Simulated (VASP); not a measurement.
# W in VASP: further runs

Runs on W. Level: PBE+D3(BJ). Tasks: single point.

All numbers are computed with VASP 6.6.1; they aren't measurements. Logs are shortened: lines on timing, memory, paths and dates and some standing lists are left out, and cuts for length are marked.

### 1 The cell of the first run

The cell holds a slab with vacuum, 16 atoms: a = 6.319 Å, b = 6.319 Å, c = 25.665 Å, α = 90.00°, β = 90.00°, γ = 90.00°.

### 2 Single point, PBE+D3(BJ)

File INCAR:

```
  PREC = Accurate
  ENCUT = 520
  EDIFF = 1E-6
  ISMEAR = 0
  SIGMA = 0.1
  LREAL = Auto
  LASPH = T
  NELM = 100
  ALGO = Normal
  ISIF = 2
  LWAVE = F
  LCHARG = F
  LDIPOL = T
  IDIPOL = 3
  DIPOL = 0.5 0.5 0.404
  GGA = PE
  IVDW = 12
  NBANDS = 126
```

File KPOINTS:

```
Automatic mesh
0
Gamma
  3 3 1
```

File POSCAR:

```
W
1.0
    6.3187499359      0.0000000000      0.0000000000
    0.0000000000      6.3187499359      0.0000000000
    0.0000000000      0.0000000000     25.6654624520
W
16
Direct
    0.2500000000      0.7500000000      0.3117029360
    0.2500000000      0.2500000000      0.3117029360
    0.7500000000      0.7500000000      0.3117029360
    0.7500000000      0.2500000000      0.3117029360
    0.5000000000      0.5000000000      0.3732520893
    0.5000000000      0.0000000000      0.3732520893
    0.0000000000      0.5000000000      0.3732520893
    0.0000000000      0.0000000000      0.3732520893
    0.7461165015      0.2457871268      0.4370461861
    0.7552618889      0.7553604641      0.4356713691
    0.2508201746      0.2509315977      0.4368833161
    0.2456971455      0.7461693551      0.4370600917
    0.0132201816      0.0129722503      0.4935328658
   -0.0158961491      0.4730222675      0.4957406168
    0.4729197331     -0.0153864510      0.4957154209
    0.5355015066      0.5354806617      0.4937146522
```

Potentials or basis: VASP PAW PBE potentials, release 64 (W_sv).

Run with:

```bash
cat potpaw_PBE.64/W_sv/POTCAR > POTCAR
mpirun -np 1 vasp_std > vasp.out
```

OUTCAR:

```text
PREC = Accurate
   ENCUT = 520
   EDIFF = 1E-6
   ISMEAR = 0
   LREAL = Auto
   LASPH = T
   NELM = 100
   ISIF = 2
   GGA = PE
   IVDW = 12
 IVDW          = 12

 ion  position               nearest neighbor table
   1  0.250  0.750  0.312-   5 2.74   6 2.74   7 2.74   8 2.74   2 3.16   3 3.16   2 3.16   3 3.16
                            12 3.22
   2  0.250  0.250  0.312-   5 2.74   6 2.74   7 2.74   8 2.74   1 3.16   4 3.16   1 3.16   4 3.16
                            11 3.21
   3  0.750  0.750  0.312-   5 2.74   6 2.74   7 2.74   8 2.74   1 3.16   4 3.16   4 3.16   1 3.16
                            10 3.18
   4  0.750  0.250  0.312-   5 2.74   6 2.74   7 2.74   8 2.74   2 3.16   3 3.16   3 3.16   2 3.16
                             9 3.22
   5  0.500  0.500  0.373-   1 2.74   2 2.74   3 2.74   4 2.74  11 2.76   9 2.77  12 2.77  10 2.79
                            16 3.11   7 3.16   6 3.16   6 3.16   7 3.16
   6  0.500  0.000  0.373-   1 2.74   2 2.74   3 2.74   4 2.74   9 2.74  10 2.75  11 2.77  12 2.80
                            15 3.15   8 3.16   5 3.16   5 3.16   8 3.16
   7  0.000  0.500  0.373-   1 2.74   2 2.74   3 2.74   4 2.74  12 2.74  10 2.75  11 2.77   9 2.80
                            14 3.15   8 3.16   5 3.16   8 3.16   5 3.16
   8  0.000  0.000  0.373-  10 2.71   2 2.74   3 2.74   4 2.74   1 2.74  12 2.77   9 2.77  11 2.77
                            13 3.09   7 3.16   6 3.16   7 3.16   6 3.16
   9  0.746  0.246  0.437-  14 2.57  13 2.67  16 2.69   6 2.74   8 2.77   5 2.77   7 2.80  15 2.82
                            10 3.10  11 3.13  11 3.19   4 3.22  10 3.22
  10  0.755  0.755  0.436-  16 2.47   8 2.71  13 2.74   6 2.75   7 2.75  14 2.77  15 2.77   5 2.79
                             9 3.10  12 3.10   3 3.18  12 3.22   9 3.22
  11  0.251  0.251  0.437-  13 2.57  15 2.66  14 2.66   5 2.76   7 2.77   6 2.77   8 2.77  16 2.93
                            12 3.13   9 3.13   9 3.19  12 3.19   2 3.21
  12  0.246  0.746  0.437-  15 2.57  13 2.66  16 2.69   7 2.74   8 2.77   5 2.77   6 2.80  14 2.82
                            10 3.10  11 3.13  11 3.19   1 3.22  10 3.22
  13  0.013  0.013  0.494-  11 2.57  12 2.66   9 2.67  10 2.74  15 2.91  14 2.91   8 3.09  14 3.42
                            15 3.42
  14  0.984  0.473  0.496-   9 2.57  11 2.66  10 2.77  12 2.82  16 2.86  13 2.91   7 3.15  13 3.42

  15  0.473  0.985  0.496-  12 2.57  11 2.66  10 2.77   9 2.82  16 2.87  13 2.91   6 3.15  13 3.42

  16  0.536  0.535  0.494-  10 2.47   9 2.69  12 2.69  14 2.86  15 2.87  11 2.93   5 3.11

  LATTYP: Found a simple tetragonal cell.
 ALAT       =     6.3187499359
 C/A-ratio  =     4.0617942967

  Lattice vectors:

 A1 = (   6.3187499359,   0.0000000000,   0.0000000000)
 A2 = (   0.0000000000,   6.3187499359,   0.0000000000)
 A3 = (   0.0000000000,   0.0000000000,  25.6654624520)

Analysis of symmetry for initial positions (statically):
=====================================================================
 Subroutine PRICEL returns:
 Original cell was already a primitive cell.

 Routine SETGRP: Setting up the symmetry group for a
 simple tetragonal supercell.

[... 149 lines left out ...]
  Thomas-Fermi vector in A             =   2.117536
   LORBIT       =      0    0 simple, 1 ext, 2 COOP (PROOUT), +10 PAW based schemes
   GGA     = PE    functional components
   LHFCALC =     F    Hartree Fock is set to
   AEXX    =    0.0000 exact exchange contribution
   IVDW    =    12    specifies the selected vdW correction
   LEPSILON=     F    determine dielectric tensor
   LRPA    =     F    only Hartree local field effects (RPA)
 non-spin polarized calculation
 Gauss-broadening in eV      SIGMA  =   0.10
  energy-cutoff  :      520.00
  volume of cell :     1024.73
 maximum number of plane-waves:     27643
   NGX = 23   NGY = 23   NGZ = 95

 dipolmoment           0.000000      0.000000     -0.014186 electrons x Angstroem

 number of electron     224.0000014 magnetization

 dipolmoment           0.000000      0.000000      0.004810 electrons x Angstroem

 Free energy of the ion-electron system (eV)
  ---------------------------------------------------
  ext. energy  EPLUGINS =         0.00000000
  ---------------------------------------------------
  free energy    TOTEN  =      -186.67091798 eV

  energy without entropy =     -186.58526157  energy(sigma->0) =     -186.62808977

 E-fermi :  -0.2800     XC(G=0):  -4.3347

 val. band max:       -0.3890093451   @ k =   0.3333   0.3333   0.0000
 cond. band min:      -0.2756035353   @ k =  -0.3333   0.3333   0.0000
 fundamental gap:      0.1134058097
 Fermi energy:        -0.2800204555

 k-point     1 :       0.0000    0.0000    0.0000
  band No.  band energies     occupation
      1     -74.2319      2.00000
      2     -74.1769      2.00000
      3     -74.1630      2.00000
      4     -74.1368      2.00000
      5     -74.1316      2.00000
      6     -74.1201      2.00000
[... 624 lines left out ...]
    123       1.0801      0.00000
    124       1.1429      0.00000
 [bands above 124 left out]

------------------------ aborting loop because EDIFF is reached ----------------------------------------

 vacuum level on the upper side and lower side of the slab       (xc-potential included)         0.005        -0.016

 Edisp (eV)   -6.68223

 E8    (eV) :    -3.5873

  FORCE on cell =-STRESS in cart. coord.  units (eV):
  Direction    XX          YY          ZZ          XY          YZ          ZX
  --------------------------------------------------------------------------------------
  -------------------------------------------------------------------------------------
  Total     -26.97894   -27.01443   -12.53166     1.11994    -0.52987    -0.50451
  in kB     -42.18170   -42.23718   -19.59331     1.75103    -0.82845    -0.78880
  external pressure =      -34.67 kB  Pullay stress =        0.00 kB

 VOLUME and BASIS-vectors are now :
 -----------------------------------------------------------------------------
  energy-cutoff  :      520.00
  volume of cell :     1024.73
      direct lattice vectors                 reciprocal lattice vectors
     6.318749936  0.000000000  0.000000000     0.158259151  0.000000000  0.000000000
     0.000000000  6.318749936  0.000000000     0.000000000  0.158259151  0.000000000
     0.000000000  0.000000000 25.665462452     0.000000000  0.000000000  0.038962867

 POSITION                                       TOTAL-FORCE (eV/Angst)
 -----------------------------------------------------------------------------------
      1.57969      4.73906      8.00000         0.009165     -0.119707      1.764066
      1.57969      1.57969      8.00000         0.087113      0.089215      1.883224
      4.73906      4.73906      8.00000         0.038518      0.039594      1.693712
      4.73906      1.57969      8.00000        -0.118879      0.009157      1.761856
      3.15937      3.15937      9.57969         0.094784      0.098575     -1.617886
      3.15937      0.00000      9.57969        -0.278997     -0.035358     -1.762540
[... 8 lines left out ...]
      2.98826      6.22153     12.72277        -0.221555     -0.359654     -0.594425
      3.38370      3.38357     12.67141        -0.189500     -0.186216      0.458952
 -----------------------------------------------------------------------------------
    total drift:                               -0.001342     -0.000344      0.005022

  FREE ENERGIE OF THE ION-ELECTRON SYSTEM (eV)
  ---------------------------------------------------
  free  energy   TOTEN  =      -193.3531453645 eV

  energy  without entropy=     -193.2674889563  energy(sigma->0) =     -193.31031716

 vacuum level on the upper side and lower side of the slab         3.920         3.899
```

stdout:

```text
POSCAR found type information on POSCAR W
 POSCAR found :  1 types and      16 ions
 scaLAPACK will be used
 LDA part: xc-table for (Slater+PW92), standard interpolation
 POSCAR, INCAR and KPOINTS ok, starting setup
 FFT: planning ... GRIDC
 FFT: planning ... GRID_SOFT
 FFT: planning ... GRID
 WAVECAR not read
 entering main loop
```

Run time: 29 min. Hardware: 1 thread of Intel Xeon Platinum 8259CL at 2.50GHz (Skylake/Cascade Lake), shared host; peak memory 1 GiB.

Results:

```
Free energy                : -193.3531 eV
Largest force              : 1.919 eV/Å
Band gap on the k mesh     : zero (bands 112 and 113 overlap by 0.04 eV)
Dispersion energy per atom : -0.418 eV
```

Forces in eV/Å, atoms in the order of the input:
```
W    0.009 -0.120  1.764
W    0.087  0.089  1.883
W    0.039  0.040  1.694
W   -0.119  0.009  1.762
W    0.095  0.099 -1.618
W   -0.279 -0.035 -1.763
W   -0.038 -0.275 -1.760
W    0.182  0.181 -1.901
W   -0.016  0.265  0.144
W   -0.020 -0.023  0.032
W    0.128  0.128  0.261
W    0.271 -0.020  0.143
W    0.428  0.429  0.092
W   -0.354 -0.221 -0.597
W   -0.222 -0.360 -0.594
W   -0.190 -0.186  0.459
```

Levels at points of the mesh, in eV from the Fermi level:
```tsv
k point	band 110	band 111	band 112	band 113	band 114	band 115
(0.00, 0.00, 0.00)	-0.29	-0.22	-0.13	0.26	0.27	0.56
```

Caveat: spin-orbit coupling is left out, which moves the levels of the heavy elements.

### 3 Single point, PBE+D3(BJ)

This run uses another cell than the first one.

File INCAR:

```
PREC = Accurate
ENCUT = 520
EDIFF = 1E-6
ISMEAR = 0
SIGMA = 0.1
LREAL = Auto
LASPH = T
NELM = 100
ALGO = Normal
ISIF = 2
LWAVE = F
LCHARG = T
LDIPOL = T
IDIPOL = 3
DIPOL = 0.5 0.5 0.424
GGA = PE
IVDW = 12
LELF = T
LVHAR = T
LVACPOTAV = T
NBANDS = 126
```

File KPOINTS:

```
regular mesh
0
Gamma
  3 3 1
```

File POSCAR:

```
W
1.0
    6.3187499463      0.0000000000      0.0000000000
    0.0000000000      6.3187499463      0.0000000000
    0.0000000000      0.0000000000     24.4233624597
W
16
Direct
    0.2500000000      0.7500000000      0.3275552256
    0.2500000000      0.2500000000      0.3275552256
    0.7500000000      0.7500000000      0.3275552256
    0.7500000000      0.2500000000      0.3275552256
    0.5000000000      0.5000000000      0.3922345870
    0.5000000000      0.0000000000      0.3922345870
    0.0000000000      0.5000000000      0.3922345870
    0.0000000000      0.0000000000      0.3922345870
    0.7556208879      0.2547993623      0.4580679686
    0.7456746569      0.7454911418      0.4580262713
    0.2454827902      0.2454921299      0.4580099874
    0.2545200051      0.7556960063      0.4581973216
   -0.0288883322     -0.0291905546      0.5206516771
    0.0314346822      0.5299172093      0.5192601575
    0.5305666464      0.0315183294      0.5189950543
    0.4691050533      0.4702113303      0.5193472238
```

Potentials or basis: VASP PAW PBE potentials, release 64 (W_sv).

Run with:

```bash
cat potpaw_PBE.64/W_sv/POTCAR > POTCAR
mpirun -np 1 vasp_std > vasp.out
```

Wall time 32 min (1 thread of Intel Xeon Platinum 8488C (Sapphire Rapids), shared host); peak memory 1 GiB.

Results (log left out):

| Quantity | Value |
| --- | --- |
| Free energy | -193.4878 eV |
| Largest force | 1.813 eV/Å |
| Dispersion energy per atom | -0.418 eV |

Forces on the atoms (eV/Å):
```
W    0.093  0.089  1.730
W   -0.078 -0.080  1.714
W   -0.092 -0.093  1.722
W    0.086  0.096  1.719
W   -0.161 -0.146 -1.800
W    0.199  0.176 -1.784
W    0.185  0.203 -1.775
W   -0.176 -0.180 -1.757
W    0.036  0.035 -0.025
W    0.067  0.077  0.121
W   -0.066 -0.058 -0.031
W    0.039  0.019 -0.059
W   -0.128 -0.114 -0.306
W   -0.094  0.020  0.198
W   -0.008 -0.099  0.265
W    0.097  0.056  0.068
```

Levels at points of the mesh, in eV from the Fermi level:
| k point | band 108 | band 109 | band 110 | band 111 | band 112 | band 113 | band 114 | band 115 | band 116 | band 117 |
| --- | --- | --- | --- | --- | --- | --- | --- | --- | --- | --- |
| (0.00, 0.00, 0.00) | -0.38 | -0.33 | -0.32 | -0.26 | -0.13 | 0.25 | 0.26 | 0.57 | 0.58 | 0.65 |

Caveat: spin-orbit coupling is left out, which moves the levels of the heavy elements.

### 4 Single point, PBE+D3(BJ)

This run uses another cell than the first one: it holds 20 atoms, not 16.

File INCAR:

```
ALGO = Fast
DIPOL = 0.5 0.5 0.420
EDIFF = 1E-6
ENCUT = 520
GGA = PE
IDIPOL = 3
ISIF = 2
ISMEAR = 0
IVDW = 12
LASPH = True
LCHARG = True
LDIPOL = True
LELF = True
LREAL = Auto
LVACPOTAV = True
LVHAR = True
LWAVE = False
NBANDS = 156
NELM = 60
PREC = Accurate
SIGMA = 0.1
```

File KPOINTS:

```
k-points
0
Gamma
  3 3 1
```

File POSCAR:

```
W
1.0
    6.3187499463      0.0000000000      0.0000000000
    0.0000000000      6.3187499463      0.0000000000
    0.0000000000      0.0000000000     26.5332499463
W
20
Direct
    0.2500000000      0.7500000000      0.3015084852
    0.2500000000      0.2500000000      0.3015084852
    0.7500000000      0.7500000000      0.3015084852
    0.7500000000      0.2500000000      0.3015084852
    0.5000000000      0.5000000000      0.3610446329
    0.5000000000      0.0000000000      0.3610446329
    0.0000000000      0.5000000000      0.3610446329
    0.0000000000      0.0000000000      0.3610446329
    0.7513553562      0.2513205556      0.4206138184
    0.7483878638      0.7481499067      0.4206874019
    0.2482460319      0.2482838515      0.4206389493
    0.2521982808      0.7521715524      0.4206413749
   -0.0035842112     -0.0053098377      0.4810377975
    0.0042286332      0.5042103641      0.4808685983
    0.5046864568      0.0045393266      0.4805724869
    0.4946250233      0.4962567760      0.4809787028
    0.2769455679      0.7772029730      0.5394811576
    0.2200267895      0.2209118600      0.5370999815
    0.7207044672      0.7197581803      0.5370934343
    0.7797810223      0.2792780407      0.5376409085
```

Run with:

```bash
cat potpaw_PBE.64/W_sv/POTCAR > POTCAR
mpirun -np 1 vasp_std > vasp.out
```

It took 28 min on 1 thread of Oxide Virtual Turin-like, shared host; peak memory 1.1 GiB.

It converged, with:

```yaml
Free_energy: -247.9478 eV
Largest_force: 1.364 eV/Å
Band_gap_on_the_k_mesh: zero (bands 140 and 141 overlap by 0.11 eV)
Dispersion_energy_per_atom: -0.469 eV
```

Forces on the atoms (eV/Å):
```
W   -0.016 -0.015  1.311
W   -0.020 -0.019  1.303
W   -0.019 -0.021  1.305
W   -0.011 -0.013  1.313
W    0.021  0.015 -1.335
W    0.040  0.032 -1.363
W    0.023  0.023 -1.334
W    0.011  0.015 -1.332
W    0.044  0.038  0.034
W   -0.040 -0.035 -0.009
W   -0.044 -0.036  0.007
W   -0.041 -0.038  0.055
W   -0.044 -0.012 -0.044
W    0.035  0.033 -0.018
W   -0.246 -0.240  0.370
W    0.001 -0.039 -0.015
W    0.225  0.215 -0.674
W    0.138  0.020  0.247
W    0.022  0.137  0.247
W   -0.078 -0.062 -0.069
```

Levels at points of the mesh, in eV from the Fermi level:
```
           k point  band 137  band 138  band 139  band 140  band 141  band 142  band 143  band 144
(0.00, 0.00, 0.00)     -0.24     -0.24     -0.21     -0.02      0.11      0.11      0.13      0.15
```

Caveat: spin-orbit coupling is left out, which moves the levels of the heavy elements.

### 5 Overview

```tsv
cell	gap on the mesh (eV)	largest force (eV/Å)
a = 6.319, b = 6.319, c = 25.665 Å, 16 atoms, atomic positions A	none	1.92
a = 6.319, b = 6.319, c = 24.423 Å, 16 atoms, atomic positions B	-	1.81
a = 6.319, b = 6.319, c = 26.533 Å, 20 atoms, atomic positions C	none	1.36
```

Alike in all rows: task single point; level PBE+D3(BJ); potentials or basis VASP PAW PBE potentials, release 64 (W_sv); no spin polarisation; k mesh 3 × 3 × 1; cutoff (eV) 520; smearing gaussian 0.1 eV.

Caveats: spin-orbit coupling is left out, which moves the levels of the heavy elements.

Total energies depend on the potentials used, so only differences within one code and one set of settings carry meaning.
